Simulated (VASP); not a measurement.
Set up this calculation in VASP 6.6.1, as the native input.

```yaml
Task: single point
Functional: r2SCAN
Potentials_or_basis: VASP PAW PBE potentials, release 64 (Hf_pv, O)
Cutoff: 520 eV
k_mesh: 11 × 11 × 11
Occupations: fermi-dirac, width 0.1 eV
Spin: no spin polarisation
Dipole_correction: no
Further_INCAR_settings: ALGO = Normal; EDIFF = 1e-06; NBANDS = 18
```

HfO2 (fluorite type):

```
Hf O
1.0
     0.00000    2.26699    2.26699
     2.26699    0.00000    2.26699
     2.26699    2.26699    0.00000
Hf O
1 2
Direct
  0.00000 0.00000 0.00000
  0.25000 0.25000 0.25000
  0.75000 0.75000 0.75000
```

This cell differs from its parent crystal: volume scaled by 0.72.

These files were run (other wordings do the same):

POSCAR

```
HfO2
1.0
    0.0000000000      2.2669901948      2.2669901948
    2.2669901948      0.0000000000      2.2669901948
    2.2669901948      2.2669901948      0.0000000000
Hf O
1 2
Direct
    0.0000000000      0.0000000000      0.0000000000
    0.2500000000      0.2500000000      0.2500000000
    0.7500000000      0.7500000000      0.7500000000
```

INCAR.step1

```
PREC = Accurate
ENCUT = 520
ISMEAR = -1
SIGMA = 0.1
LREAL = False
LASPH = True
NELM = 60
NBANDS = 18
GGA = PE
ALGO = Normal
EDIFF = 1E-4
LWAVE = True
LCHARG = False
```

INCAR.step2

```
PREC = Accurate
ENCUT = 520
EDIFF = 1E-6
ISMEAR = -1
SIGMA = 0.1
LREAL = False
LASPH = True
NELM = 60
ALGO = Normal
ISIF = 2
LWAVE = False
LCHARG = True
METAGGA = R2SCAN
LMIXTAU = True
LELF = True
LVHAR = True
NBANDS = 18
ISTART = 1
```

KPOINTS

```
regular mesh
0
Gamma
  11 11 11
```

Potentials or basis: VASP PAW PBE potentials, release 64 (Hf_pv, O).

Launch:

```console
$ cat potpaw_PBE.64/Hf_pv/POTCAR potpaw_PBE.64/O/POTCAR > POTCAR
$ cp INCAR.step1 INCAR
$ mpirun -np 1 vasp_std > vasp.out
$ cp INCAR.step2 INCAR
$ mpirun -np 1 vasp_std > vasp.out
```

Results of the run:

- Pressure: 168.3 GPa
- Band gap on the k mesh: 5.15 eV, indirect (least direct gap 5.51 eV)

Caveat: the PAW data sets were made with another functional, which shifts forces and pressure a little; spin-orbit coupling is left out, which moves the levels of the heavy elements.

Wall time 24 s on 1 thread of Intel(R) Xeon(R) 6975P-C (Granite Rapids), with other jobs on the host, peak memory 0.15 GiB.
